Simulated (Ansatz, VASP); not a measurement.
# Li3Nb2O6: VASP beside Ansatz

```
Li O Nb
1.0
     5.19520    0.00000    0.00000
    -2.59760    4.49917    0.00000
     0.00000    0.00000   25.11874
Li O Nb
6 12 4
Direct
  0.33333 0.66667 0.29858
  0.00000 0.00000 0.32501
  0.00000 0.00000 0.48679
  0.66667 0.33333 0.51321
  0.66667 0.33333 0.67499
  0.33333 0.66667 0.70142
  0.36219 0.37901 0.36193
  0.62099 0.98319 0.36193
  0.01681 0.63781 0.36193
  0.63781 0.62099 0.44987
  0.37901 0.01681 0.44987
  0.98319 0.36219 0.44987
  0.02886 0.71234 0.55013
  0.28766 0.31652 0.55013
  0.68348 0.97114 0.55013
  0.30447 0.95433 0.63807
  0.04567 0.35015 0.63807
  0.64985 0.69553 0.63807
  0.66667 0.33333 0.39337
  0.33333 0.66667 0.41843
  0.33333 0.66667 0.58157
  0.00000 0.00000 0.60663
```

Alike in both runs: task single point; functional PBEsol; k mesh 6 × 6 × 1; occupations gaussian, width 0.05 eV; no spin polarisation.

|  | VASP | Ansatz |
| --- | --- | --- |
| version | VASP 6.6.1 | Ansatz 0.2.0 |
| potentials or method | VASP PAW PBE potentials, release 64 (Li_sv, O, Nb_sv), cutoff 520 eV | scalar-relativistic, plane waves, PAW |
| valence electrons in the cell | 142 | 142 |

Ansatz gave:

- gap on the k mesh at the Fermi level (eV): none
- rms of the force components (eV/Å): 0.501

Q: Estimate VASP's values.

A: gap on the k mesh at the Fermi level (eV): none; rms of the force components (eV/Å): 0.508.

VASP's potentials were made for PBE, not for PBEsol. A gap of «none» marks a metal or a gap that the smearing closes. The functional is the same, so the differences come from potentials, cutoffs and numerics. Ansatz's warnings: xc potential rough in thin density.

Noted on VASP's run: the cutoff is short for stress, so the pressure is rough.
